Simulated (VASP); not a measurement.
# FeW3C4 (Immm) in VASP: single point with r2SCAN

Aim: the single point of FeW3C4 with r2SCAN.

Everything below comes from runs of VASP 6.6.1. Logs are shortened: lines on timing, memory, paths and dates and some standing lists are left out, and cuts for length are marked.

### Step 1. The cell of the first run

It takes space group Immm (No. 71, orthorhombic). Conventional cell: a = 3.261 Å, b = 4.241 Å, c = 11.707 Å, α = 90.00°, β = 90.00°, γ = 90.00°. Fe (site symmetry mmm) has 4 C at 2.04 Å and 8 W at 2.67 to 2.75 Å within 2.8 Å. W (site symmetry mmm) has 8 C at 2.30 Å and 4 Fe at 2.67 Å and 4 W at 3.06 Å within 3.1 Å. W (site symmetry mm2) has 6 C at 2.29 Å and 2 Fe at 2.75 Å and 6 W at 3.03 to 3.06 Å within 3.1 Å. Within 1.9 Å of C (site symmetry m) lie 1 C at 1.40 Å.

### Step 2. Single point, r2SCAN

Input file POSCAR:

```
FeW3C4
1.0
    0.0000000000      4.2410740000      0.0000000000
    3.2607050000      0.0000000000      0.0000000000
    1.6303520000      2.1205370000     -5.8537140000
Fe W C
1 3 4
Direct
    0.0000000000      0.5000000000      0.0000000000
    0.5000000000      0.0000000000      0.0000000000
    0.8111100000      0.8111100000      0.3777800000
    0.1888900000      0.1888900000      0.6222200000
    0.4598000000      0.6252000000      0.7496000000
    0.7906000000      0.6252000000      0.7496000000
    0.5402000000      0.3748000000      0.2504000000
    0.2094000000      0.3748000000      0.2504000000
```

Input file INCAR.step1:

```
SYSTEM = FeW3C4
ALGO = Normal ; EDIFF = 1E-4
ENCUT = 520 ; GGA = PE
ISMEAR = 1 ; LASPH = .True.
LCHARG = .False. ; LREAL = .False.
LWAVE = .True. ; NBANDS = 43
NELM = 60 ; PREC = Accurate
SIGMA = 0.0131
```

Input file INCAR.step2:

```
SYSTEM = FeW3C4
ALGO = Normal ; EDIFF = 1E-7
ENCUT = 520 ; ISIF = 2
ISMEAR = 1 ; ISTART = 1
LASPH = .True. ; LCHARG = .False.
LMIXTAU = .True. ; LREAL = .False.
LWAVE = .False. ; METAGGA = R2SCAN
NBANDS = 43 ; NELM = 60
PREC = Accurate ; SIGMA = 0.0131
```

Input file KPOINTS:

```
k-points
0
Gamma
  7 7 7
  0 0 0
```

Potentials or basis: VASP PAW PBE potentials, release 64 (Fe, W_sv, C).

On the command line:

```sh
$ cat potpaw_PBE.64/Fe/POTCAR potpaw_PBE.64/W_sv/POTCAR potpaw_PBE.64/C/POTCAR > POTCAR
$ cp INCAR.step1 INCAR
$ mpirun -np 1 vasp_std > vasp.out
$ cp INCAR.step2 INCAR
$ mpirun -np 1 vasp_std > vasp.out
```

OUTCAR:

```text
SYSTEM = FeW3C4
   EDIFF = 1E-7
   ENCUT = 520
   ISIF = 2
   ISMEAR = 1
   ISTART = 1
   LASPH = .True.
   LREAL = .False.
   METAGGA = R2SCAN
   NELM = 60
   PREC = Accurate

 ion  position               nearest neighbor table
   1  0.000  0.500  0.000-   5 2.04   6 2.04   7 2.04   8 2.04   2 2.67   2 2.67   2 2.67   2 2.67
                             4 2.75   3 2.75   4 2.75   3 2.75
   2  0.500  0.000  0.000-   5 2.30   6 2.30   7 2.30   8 2.30   5 2.30   6 2.30   7 2.30   8 2.30
                             1 2.67   1 2.67   1 2.67   1 2.67   4 3.06   3 3.06   3 3.06   4 3.06
   3  0.811  0.811  0.378-   7 2.29   8 2.29   8 2.29   7 2.29   5 2.29   6 2.29   1 2.75   1 2.75
                             4 3.03   4 3.03   4 3.03   4 3.03   2 3.06   2 3.06
   4  0.189  0.189  0.622-   5 2.29   6 2.29   6 2.29   5 2.29   7 2.29   8 2.29   1 2.75   1 2.75
                             3 3.03   3 3.03   3 3.03   3 3.03   2 3.06   2 3.06
   5  0.460  0.625  0.750-   6 1.40   1 2.04   4 2.29   4 2.29   3 2.29   2 2.30   2 2.30
   6  0.791  0.625  0.750-   5 1.40   1 2.04   4 2.29   4 2.29   3 2.29   2 2.30   2 2.30
   7  0.540  0.375  0.250-   8 1.40   1 2.04   3 2.29   3 2.29   4 2.29   2 2.30   2 2.30
   8  0.209  0.375  0.250-   7 1.40   1 2.04   3 2.29   3 2.29   4 2.29   2 2.30   2 2.30

  LATTYP: Found a body centered orthorhombic cell.
 ALAT       =     3.2607050000
 B/A-ratio  =     1.3006616667
 C/A-ratio  =     3.5904591185

  Lattice vectors:

 A1 = (  -1.6303520000,   2.1205370000,   5.8537140000)
 A2 = (   1.6303530000,  -2.1205370000,   5.8537140000)
 A3 = (   1.6303520000,   2.1205370000,  -5.8537140000)

Analysis of symmetry for initial positions (statically):
=====================================================================
 Subroutine PRICEL returns:
 Original cell was already a primitive cell.

 Routine SETGRP: Setting up the symmetry group for a
 body centered orthorhombic supercell.

 Subroutine GETGRP returns: Found  8 space group operations
 (whereof  8 operations were pure point group operations)
 out of a pool of  8 trial point group operations.

The static configuration has the point symmetry D_2h.

Analysis of symmetry for dynamics (positions and initial velocities):
=====================================================================
 Subroutine PRICEL returns:
 Original cell was already a primitive cell.

 Routine SETGRP: Setting up the symmetry group for a
 body centered orthorhombic supercell.

 Subroutine GETGRP returns: Found  8 space group operations
 (whereof  8 operations were pure point group operations)
 out of a pool of  8 trial point group operations.

The dynamic configuration has the point symmetry D_2h.

 Subroutine INISYM returns: Found  8 space group operations
 (whereof  8 operations are pure point group operations),
 and found     1 'primitive' translations

----------------------------------------------------------------------------------------

                                     Primitive cell

  volume of cell :      80.9504

  direct lattice vectors                    reciprocal lattice vectors
     0.000000000  4.241074000  0.000000000     0.000000000  0.235789331  0.085415857
     3.260705000  0.000000000  0.000000000     0.306682144  0.000000000  0.085415831
     1.630352000  2.120537000 -5.853714000     0.000000000  0.000000000 -0.170831715

  length of vectors
     4.241074000  3.260705000  6.435890957     0.250783726  0.318354836  0.170831715

  position of ions in fractional coordinates (direct lattice)
     0.000000000  0.500000000  0.000000000
     0.500000000  0.000000000  0.000000000
     0.811110000  0.811110000  0.377780000
     0.188890000  0.188890000  0.622220000
     0.459800000  0.625200000  0.749600000
     0.790600000  0.625200000  0.749600000
     0.540200000  0.374800000  0.250400000
     0.209400000  0.374800000  0.250400000

  ion indices of the primitive-cell ions
   primitive index   ion index
                 1           1
                 2           2
                 3           3
                 4           4
                 5           5
                 6           6
                 7           7
                 8           8

----------------------------------------------------------------------------------------

 KPOINTS: k-points

Automatic generation of k-mesh.
 Grid dimensions read from file:
 generate k-points for:    7    7    7

 Generating k-lattice:

  Cartesian coordinates                     Fractional coordinates (reciprocal lattice)
     0.000000000  0.033684190  0.012202265     0.142857143  0.000000000  0.000000000
     0.043811735  0.000000000  0.012202262     0.000000000  0.142857143  0.000000000
     0.000000000  0.000000000 -0.024404531     0.000000000  0.000000000  0.142857143

  Length of vectors
     0.035826247  0.045479262  0.024404531

  Shift w.r.t. Gamma in fractional coordinates (k-lattice)
     0.000000000  0.000000000  0.000000000

 Subroutine IBZKPT returns following result:
 ===========================================

 Found     64 irreducible k-points:

 Following reciprocal coordinates:
            Coordinates               Weight
  0.000000  0.000000  0.000000      1.000000
  0.142857  0.000000  0.000000      4.000000
  0.285714  0.000000  0.000000      4.000000
  0.428571  0.000000  0.000000      4.000000
  0.000000  0.142857  0.000000      4.000000
  0.142857  0.142857  0.000000      8.000000
[... 16 lines left out ...]
 -0.428571  0.428571 -0.000000      4.000000
 -0.285714  0.428571  0.000000      8.000000
 [... further k-points ...]
   k-points           NKPTS =     64   k-points in BZ     NKDIM =     64   number of bands    NBANDS=     43
   number of dos      NEDOS =    301   number of ions     NIONS =      8
   total plane-waves  NPLWV =  36864
   dimension x,y,z NGX =    32 NGY =   24 NGZ =   48
   dimension x,y,z NGXF=    64 NGYF=   48 NGZF=   96
   ions per type =               1   3   4
   NGX,Y,Z   is equivalent  to a cutoff of  12.54, 12.24, 12.40 a.u.
   NGXF,Y,Z  is equivalent  to a cutoff of  25.09, 24.47, 24.80 a.u.
 SYSTEM =  FeW3C4
   PREC   = accura    normal or accurate (medium, high low for compatibility)
   ISTART =      1    job   : 0-new  1-cont  2-samecut
   ICHARG =      0    charge: 1-file 2-atom 10-const
   ISPIN  =      1    spin polarized calculation?
   LNONCOLLINEAR =      F non collinear calculations
   LSORBIT =      F    spin-orbit coupling
   LASPH  =      T    aspherical Exc in radial PAW
   ENCUT  =  520.0 eV  38.22 Ry    6.18 a.u.   7.89  6.06 11.97*2*pi/ulx,y,z
   NELM   =     60;   NELMIN=  2; NELMDL=  0     # of ELM steps
   EDIFF  = 0.1E-06   stopping-criterion for ELM
   LREAL  =      F    real-space projection
   EDIFFG = 0.1E-05   stopping-criterion for IOM
   NSW    =      0    number of steps for IOM
   IBRION =     -1    ionic relax: 0-MD 1-quasi-New 2-CG
   NFREE  =      0    steps in history (QN), initial steepest desc. (CG)
   ISIF   =      2    stress and relaxation
   ISYM   =      2    0-nonsym 1-usesym 2-fastsym
   POTIM  = 0.5000    time-step for ionic-motion
   TEBEG  =    0.0;   TEEND  =   0.0 temperature during run
   PSTRESS=    0.0 pullay stress
   NELECT =      66.0000    total number of electrons
   NUPDOWN=      -1.0000    fix difference up-down
   EMIN   =  10.00;   EMAX   =-10.00  energy-range for DOS
   EFERMI =   0.00;   METHOD = LEGACY
   ISMEAR =     1;   SIGMA  =   0.01  broadening in eV -4-tet -1-fermi 0-gaus
   EFERMI_NEDOS =   21; number of points for ismear=-14 and -15
   IALGO  =     38    algorithm
   IMIX   =      4    mixing-type and parameters
     AMIX     =   0.40;   BMIX     =  1.00
     AMIX_MAG =   1.60;   BMIX_MAG =  1.00
  volume/ion in A,a.u.               =      10.12        68.29
  Fermi-wavevector in a.u.,A,eV,Ry     =   1.529384  2.890117 31.824234  2.339015
  Thomas-Fermi vector in A             =   2.637012
   LORBIT       =      0    0 simple, 1 ext, 2 COOP (PROOUT), +10 PAW based schemes
   METAGGA = R2SCAN    functional components
   LHFCALC =     F    Hartree Fock is set to
   AEXX    =    0.0000 exact exchange contribution
   IVDW    =     0    specifies the selected vdW correction
   LEPSILON=     F    determine dielectric tensor
   LRPA    =     F    only Hartree local field effects (RPA)
 non-spin polarized calculation
 Methfessel and Paxton  Order N= 1 SIGMA  =   0.01
  energy-cutoff  :      520.00
  volume of cell :       80.95
 maximum number of plane-waves:      2196
   NGX = 15   NGY = 13   NGZ = 23

 number of electron      66.0000005 magnetization

 Free energy of the ion-electron system (eV)
  ---------------------------------------------------
  ext. energy  EPLUGINS =         0.00000000
  ---------------------------------------------------
  free energy    TOTEN  =      -203.55151901 eV

  energy without entropy =     -203.55146390  energy(sigma->0) =     -203.55150064

 E-fermi :  11.0687     XC(G=0): -14.6903

 val. band max:       11.0680043672   @ k =   0.4286   0.0000   0.0000
 cond. band min:      11.0730326419   @ k =  -0.4286   0.0000   0.1429
 fundamental gap:      0.0050282747
 Fermi energy:        11.0687022339

 k-point     1 :       0.0000    0.0000    0.0000
  band No.  band energies     occupation
      1     -66.0650      2.00000
      2     -65.7849      2.00000
      3     -65.7490      2.00000
      4     -29.7531      2.00000
      5     -29.7379      2.00000
      6     -29.5760      2.00000
[... 35 lines left out ...]
     42      14.5372      0.00000
     43      14.5786      0.00000

 k-point     2 :       0.1429    0.0000    0.0000
  band No.  band energies     occupation
      1     -66.0648      2.00000
      2     -65.7831      2.00000
      3     -65.7507      2.00000
      4     -29.7608      2.00000
      5     -29.7380      2.00000
      6     -29.6060      2.00000
[... 1004 lines left out ...]
 k-point    24 :      -0.2857    0.4286    0.0000
  band No.  band energies     occupation
      1     -66.0577      2.00000
      2     -65.7630      2.00000
      3     -65.7582      2.00000
      4     -29.9516      2.00000
      5     -29.7143      2.00000
      6     -29.6386      2.00000
[... 35 lines left out ...]
     42      15.3468      0.00000
     43      15.5745      0.00000

 [... further k-points ...]

------------------------ aborting loop because EDIFF is reached ----------------------------------------

  FORCE on cell =-STRESS in cart. coord.  units (eV):
  Direction    XX          YY          ZZ          XY          YZ          ZX
  --------------------------------------------------------------------------------------
  -------------------------------------------------------------------------------------
  Total       -8.6048830      1.6655393     -8.0885103      0.0000000      0.0000000     -0.0000007
  in kB     -170.3086443     32.9645078   -160.0885483      0.0000000      0.0000000     -0.0000137
  external PRESSURE =     -99.1442283 kB  Pullay stress =       0.0000000 kB

 VOLUME and BASIS-vectors are now :
 -----------------------------------------------------------------------------
  energy-cutoff  :      520.00
  volume of cell :       80.95
      direct lattice vectors                 reciprocal lattice vectors
     0.000000000  4.241074000  0.000000000     0.000000000  0.235789331  0.085415857
     3.260705000  0.000000000  0.000000000     0.306682144  0.000000000  0.085415831
     1.630352000  2.120537000 -5.853714000     0.000000000  0.000000000 -0.170831715

 POSITION                                       TOTAL-FORCE (eV/Angst)
 -----------------------------------------------------------------------------------
      1.63035      0.00000      0.00000         0.000000      0.000000     -0.000000
      0.00000      2.12054      0.00000         0.000000      0.000000     -0.000000
      3.26070      4.24107     -2.21142         0.000000      0.000000      0.153536
      1.63035      2.12054     -3.64230        -0.000000      0.000000     -0.153536
      3.26070      3.53960     -4.38794         0.000000     -1.995534      0.594386
      3.26070      4.94255     -4.38794         0.000000      1.995534      0.594386
      1.63035      2.82201     -1.46577        -0.000000      1.995534     -0.594386
      1.63035      1.41906     -1.46577        -0.000000     -1.995534     -0.594386
 -----------------------------------------------------------------------------------
    total drift:                                0.000000      0.000000     -0.000000

  FREE ENERGIE OF THE ION-ELECTRON SYSTEM (eV)
  ---------------------------------------------------
  free  energy   TOTEN  =      -203.5515190146 eV

  energy  without entropy=     -203.5514638982  energy(sigma->0) =     -203.55150064
```

It took 8.4 min on 1 thread of Intel Xeon Platinum 8488C (Sapphire Rapids), shared host; peak memory 0.33 GiB.

Results:

* Free energy: -203.5515 eV
* Pressure: -9.9 GPa
* Largest force: 2.082 eV/Å
* Band gap on the k mesh: zero (bands 33 and 34 overlap by 0.89 eV)

Forces on the atoms (eV/Å):
```
Fe   0.000  0.000  0.000
W    0.000  0.000  0.000
W    0.000  0.000  0.154
W    0.000  0.000 -0.154
C    0.000 -1.996  0.594
C    0.000  1.996  0.594
C    0.000  1.996 -0.594
C    0.000 -1.996 -0.594
```

Caveat: the cell stands under tension; the PAW data sets were made with another functional, which shifts forces and pressure a little; spin-orbit coupling is left out, which moves the levels of the heavy elements; the run has no spin polarisation, though such a crystal can be magnetic. Spin polarisation is off, so any magnetic state and its effect on volume and gap are missing.
